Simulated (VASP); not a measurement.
# BN in VASP: settings compared, part 2 of 2

VASP 6.6.1.

### Step 5. Single point, r2SCAN (shear xy strain +1.6%)

File POSCAR:

```
BN
1.0
    0.0142284814      1.7458259350      1.7458259350
    1.7458259350      0.0142284814      1.7458259350
    1.7600544163      1.7600544163     -0.0000000001
B N
1 1
Direct
    0.0000000000      0.0000000000      0.0000000000
    0.5000000000      0.5000000000      0.5000000000
```

File INCAR.step1:

```
SYSTEM = BN
ALGO = Normal
EDIFF = 1E-4
ENCUT = 520
GGA = PE
ISMEAR = 0
LASPH = .TRUE.
LCHARG = .FALSE.
LREAL = .FALSE.
LWAVE = .TRUE.
NBANDS = 11
NELM = 80
PREC = Accurate
SIGMA = 0.01
```

File INCAR.step2:

```
SYSTEM = BN
ALGO = Normal
EDIFF = 1E-6
ENCUT = 520
ISIF = 2
ISMEAR = 0
ISTART = 1
LASPH = .TRUE.
LCHARG = .FALSE.
LMIXTAU = .TRUE.
LREAL = .FALSE.
LWAVE = .FALSE.
METAGGA = R2SCAN
NBANDS = 11
NELM = 80
PREC = Accurate
SIGMA = 0.01
```

File KPOINTS:

```
k-points
0
G
  12 12 12
  0 0 0
```

Run with:

```
$ cat potpaw_PBE.64/B/POTCAR potpaw_PBE.64/N/POTCAR > POTCAR
$ cp INCAR.step1 INCAR
$ mpirun -np 1 vasp_std > vasp.out
$ cp INCAR.step2 INCAR
$ mpirun -np 1 vasp_std > vasp.out
```

Run time: 76 s. Hardware: 1 thread of Intel Xeon Platinum 8375C at 2.90GHz (Ice Lake), shared host; peak memory 0.14 GiB.

Results (log left out):

| Quantity | Value |
| --- | --- |
| Free energy | -15.4238 eV |
| Pressure | 0.5 GPa |
| Band gap on the k mesh | 1.17 eV, indirect (least direct gap 6.36 eV) |

Stress tensor (GPa, compression positive):
```
  0.58 -10.85   0.00
-10.85   0.58   0.00
  0.00   0.00   0.33
```

Levels at points of the mesh, in eV from the valence-band top:
| k point | band 1 | band 2 | band 3 | band 4 | band 5 | band 6 | band 7 | band 8 |
| --- | --- | --- | --- | --- | --- | --- | --- | --- |
| (0.00, 0.00, 0.00) | -23.86 | -1.26 | -1.07 | -0.86 | 9.66 | 12.96 | 13.01 | 13.08 |
| (0.50, 0.00, 0.00) | -18.41 | -13.23 | -1.01 | -0.90 | 5.46 | 5.57 | 7.63 | 14.48 |
| (0.50, 0.50, 0.00) | -15.66 | -12.48 | -6.30 | -5.79 | 1.17 | 9.47 | 15.66 | 15.80 |
| (0.00, 0.00, 0.50) | -18.56 | -13.39 | -0.86 | -0.74 | 5.67 | 5.82 | 7.97 | 14.62 |
| (0.50, 0.00, 0.50) | -15.65 | -12.48 | -6.05 | -6.05 | 1.19 | 9.45 | 15.71 | 15.73 |

Caveat: the cell differs from its parent crystal (shear xy strain +1.6%); the PAW data sets were made with another functional, which shifts forces and pressure a little. A k mesh can miss the band edges.

### Step 6. Single point, HSE06 (epitaxial xy strain +1.4%)

File POSCAR:

```
BN
1.0
    0.0000000000      1.7706166632      1.7169664174
    1.7706166632      0.0000000000      1.7169664174
    1.7706166632      1.7706166632      0.0000000000
B N
1 1
Direct
    0.0000000000      0.0000000000      0.0000000000
    0.5000000000      0.5000000000      0.5000000000
```

File INCAR.step1:

```
  ALGO = Normal
  EDIFF = 1E-5
  ENCUT = 520
  GGA = PE
  ISIF = 2
  ISMEAR = 0
  LASPH = T
  LCHARG = F
  LREAL = F
  LWAVE = T
  NBANDS = 11
  NELM = 60
  PREC = Accurate
  SIGMA = 0.01
```

File INCAR.step2:

```
  ALGO = Normal
  EDIFF = 1E-6
  ENCUT = 520
  GGA = PE
  HFSCREEN = 0.2079
  ISIF = 2
  ISMEAR = 0
  ISTART = 1
  LASPH = T
  LCHARG = F
  LHFCALC = T
  LREAL = F
  LWAVE = F
  NBANDS = 11
  NELM = 60
  PREC = Accurate
  PRECFOCK = Normal
  SIGMA = 0.01
```

File KPOINTS:

```
k-points
0
Gamma
  8 8 8
```

Potentials or basis: VASP PAW PBE potentials, release 64 (B, N).

Run with:

```
$ cat potpaw_PBE.64/B/POTCAR potpaw_PBE.64/N/POTCAR > POTCAR
$ cp INCAR.step1 INCAR
$ mpirun -np 1 vasp_std > vasp.out
$ cp INCAR.step2 INCAR
$ mpirun -np 1 vasp_std > vasp.out
```

OUTCAR:

```text
EDIFF = 1E-6
   ENCUT = 520
   GGA = PE
   HFSCREEN = 0.2079
   ISIF = 2
   ISMEAR = 0
   ISTART = 1
   LASPH = T
   LHFCALC = T
   LREAL = F
   NELM = 60
   PREC = Accurate
   PRECFOCK = Normal

 ion  position               nearest neighbor table
   1  0.000  0.000  0.000-   2 1.72   2 1.72   2 1.77   2 1.77   2 1.77   2 1.77
   2  0.500  0.500  0.500-   1 1.72   1 1.72   1 1.77   1 1.77   1 1.77   1 1.77

  LATTYP: Found a body centered tetragonal cell.
 ALAT       =     2.5040300989
 C/A-ratio  =     1.3713624434

  Lattice vectors:

 A1 = (   0.0000000000,  -1.7706166632,  -1.7169664174)
 A2 = (   0.0000000000,   1.7706166632,  -1.7169664174)
 A3 = (   1.7706166632,   0.0000000000,   1.7169664174)

Analysis of symmetry for initial positions (statically):
=====================================================================
 Subroutine PRICEL returns:
 Original cell was already a primitive cell.

 Routine SETGRP: Setting up the symmetry group for a
 body centered tetragonal supercell.

 Subroutine GETGRP returns: Found 16 space group operations
 (whereof 16 operations were pure point group operations)
 out of a pool of 16 trial point group operations.

The static configuration has the point symmetry D_4h.

Analysis of symmetry for dynamics (positions and initial velocities):
=====================================================================
 Subroutine PRICEL returns:
 Original cell was already a primitive cell.

 Routine SETGRP: Setting up the symmetry group for a
 body centered tetragonal supercell.

 Subroutine GETGRP returns: Found 16 space group operations
 (whereof 16 operations were pure point group operations)
 out of a pool of 16 trial point group operations.

The dynamic configuration has the point symmetry D_4h.

 Subroutine INISYM returns: Found 16 space group operations
 (whereof 16 operations are pure point group operations),
 and found     1 'primitive' translations

----------------------------------------------------------------------------------------

[... 123 lines left out ...]
   NKREDZ  =     1    reduce k-point grid by
   AEXX    =    0.2500 exact exchange contribution
   HFSCREEN=    0.2079 screening length (either q_TF or 0.3 A-1)
   HFSCREENC=   0.2079 screening length for correlation (either q_TF or 0.3 A-1)
   ENCUTFOCK=  -1.0 apply spherical cutoff to Coloumb kernel
   IVDW    =     0    specifies the selected vdW correction
   LEPSILON=     F    determine dielectric tensor
   LRPA    =     F    only Hartree local field effects (RPA)
 non-spin polarized calculation
 Gauss-broadening in eV      SIGMA  =   0.01
  energy-cutoff  :      520.00
  volume of cell :       10.77
 maximum number of plane-waves:       303
  NGX = 14; NGY = 14; NGZ = 14

 number of electron       8.0000000 magnetization

 Free energy of the ion-electron system (eV)
  ---------------------------------------------------
  ext. energy  EPLUGINS =         0.00000000
  ---------------------------------------------------
  free energy    TOTEN  =       -16.57126016 eV

  energy without entropy =      -16.57126016  energy(sigma->0) =      -16.57126016

 E-fermi :   9.6720     XC(G=0): -11.1510

 val. band max:        9.5907076769   @ k =  -0.1250   0.1250   0.0000
 cond. band min:      11.2805139530   @ k =   0.5000   0.5000   0.0000
 fundamental gap:      1.6898062761
 Fermi energy:         9.6720268317

 k-point     1 :       0.0000    0.0000    0.0000
  band No.  band energies     occupation
      1     -14.8543      2.00000
      2       8.0923      2.00000
      3       8.8887      2.00000
      4       8.8887      2.00000
      5      20.2796      0.00000
      6      23.0474      0.00000
      7      23.0474      0.00000
      8      24.8234      0.00000
      9      29.4730      0.00000
     10      29.4730      0.00000
     11      29.9630      0.00000
[... 309 lines left out ...]
 k-point    24 :       0.3750    0.0000    0.1250
  band No.  band energies     occupation
      1     -11.2763      2.00000
      2      -0.0063      2.00000
      3       6.9655      2.00000
      4       7.6916      2.00000
      5      15.6195      0.00000
      6      19.8849      0.00000
      7      20.9835      0.00000
      8      25.4072      0.00000
      9      28.7194      0.00000
     10      37.7351      0.00000
     11      40.1338      0.00000

 [... further k-points ...]
[... 5 lines left out ...]
  --------------------------------------------------------------------------------------
  -------------------------------------------------------------------------------------
  Total       -0.9442179     -0.9442179     -0.5387628      0.0000000      0.0000000     -0.0000000
  in kB     -140.5212164   -140.5212164    -80.1802293      0.0000000      0.0000000     -0.0000000
  external PRESSURE =    -120.4075540 kB  Pullay stress =       0.0000000 kB

 VOLUME and BASIS-vectors are now :
 -----------------------------------------------------------------------------
  energy-cutoff  :      520.00
  volume of cell :       10.77
      direct lattice vectors                 reciprocal lattice vectors
     0.000000000  1.770616663  1.716966417    -0.282387493  0.282387493  0.291211287
     1.770616663  0.000000000  1.716966417     0.282387493 -0.282387493  0.291211287
     1.770616663  1.770616663  0.000000000     0.282387493  0.282387493 -0.291211287

 POSITION                                       TOTAL-FORCE (eV/Angst)
 -----------------------------------------------------------------------------------
      0.00000      0.00000      0.00000        -0.000000      0.000000     -0.000000
      1.77062      1.77062      1.71697         0.000000     -0.000000      0.000000
 -----------------------------------------------------------------------------------
    total drift:                                0.000002      0.000002     -0.000003

  FREE ENERGIE OF THE ION-ELECTRON SYSTEM (eV)
  ---------------------------------------------------
  free  energy   TOTEN  =       -16.5712601644 eV

  energy  without entropy=      -16.5712601644  energy(sigma->0) =      -16.57126016
```

OSZICAR.step1:

```text
N       E                     dE             d eps       ncg     rms          rms(c)
DAV:   1     0.107736925983E+02    0.10774E+02   -0.50993E+03  1362   0.734E+02
DAV:   2    -0.143303250198E+02   -0.25104E+02   -0.23910E+02  1502   0.154E+02
DAV:   3    -0.147657411075E+02   -0.43542E+00   -0.43474E+00  1544   0.173E+01
DAV:   4    -0.147661316218E+02   -0.39051E-03   -0.39051E-03  1421   0.559E-01
DAV:   5    -0.147661318097E+02   -0.18787E-06   -0.18786E-06  1529   0.128E-02    0.629E+00
DAV:   6    -0.139271022401E+02    0.83903E+00   -0.42543E+00  1373   0.107E+01    0.236E+00
DAV:   7    -0.139341959586E+02   -0.70937E-02   -0.76740E-02  1478   0.238E+00    0.157E+00
DAV:   8    -0.139385487030E+02   -0.43527E-02   -0.71181E-03  1364   0.635E-01    0.297E-01
DAV:   9    -0.139383093700E+02    0.23933E-03   -0.10700E-03  1445   0.174E-01    0.801E-02
DAV:  10    -0.139383179730E+02   -0.86030E-05   -0.38224E-05  1412   0.484E-02
   1 F= -.13938318E+02 E0= -.13938318E+02  d E =-.120717E-47
```

It used 1500 s of CPU time on 1 thread of AMD EPYC 7R13 Processor (Zen 3) (shared host).

Results:

```yaml
Free_energy: -16.5713 eV
Pressure: -12.0 GPa
Band_gap_on_the_k_mesh: 1.69 eV, indirect (least direct gap 6.85 eV)
```

Levels at points of the mesh, in eV from the valence-band top:
| k point | band 1 | band 2 | band 3 | band 4 | band 5 | band 6 | band 7 | band 8 |
| --- | --- | --- | --- | --- | --- | --- | --- | --- |
| (0.00, 0.00, 0.00) | -24.45 | -1.50 | -0.70 | -0.70 | 10.69 | 13.46 | 13.46 | 15.23 |
| (0.50, 0.00, 0.00) | -18.92 | -13.65 | -0.77 | -0.54 | 6.31 | 6.64 | 8.83 | 15.69 |
| (0.50, 0.50, 0.00) | -15.53 | -12.73 | -6.26 | -6.26 | 1.69 | 9.71 | 16.58 | 16.58 |
| (0.50, 0.00, 0.50) | -16.18 | -12.81 | -6.37 | -5.53 | 2.44 | 10.19 | 16.10 | 17.76 |

Caveat: the cell differs from its parent crystal (epitaxial xy strain +1.4%); the PAW data sets were made with another functional, which shifts forces and pressure a little.

### Step 7. Overview

```csv
level,cell,k mesh,smearing,grid for exact exchange (PRECFOCK),screening parameter,gap on the mesh (eV),pressure (GPa)
PBE,"a = 2.557 Å, angles 57.7°, 2 atoms",12 × 12 × 12,fermi-dirac 0.02 eV,-,-,0.47,-14.1
r2SCAN,"a = 2.466, b = 2.466, c = 2.504 Å, angles 59.5, 59.5, 61.0°, 2 atoms",12 × 12 × 12,gaussian 0.01 eV,-,-,0.78,-3.5
r2SCAN,"a = 2.557 Å, angles 57.7°, 2 atoms",12 × 12 × 12,gaussian 0.01 eV,-,-,0.58,-17.6
r2SCAN,"a = 2.469, b = 2.469, c = 2.489 Å, angles 59.7, 59.7, 59.5°, 2 atoms",12 × 12 × 12,gaussian 0.01 eV,-,-,1.17,0.5
HSE06,"a = 2.466, b = 2.466, c = 2.504 Å, angles 59.5, 59.5, 61.0°, 2 atoms",8 × 8 × 8,gaussian 0.01 eV,Normal,0.2079 1/Å,1.69,-12.0
```

Alike in all rows: task single point; potentials or basis VASP PAW PBE potentials, release 64 (B, N); no spin polarisation; cutoff (eV) 520.

Caveats: the PAW data sets were made with another functional, which shifts forces and pressure a little (some runs).

Total energies depend on the potentials used, so only differences within one code and one set of settings carry meaning.
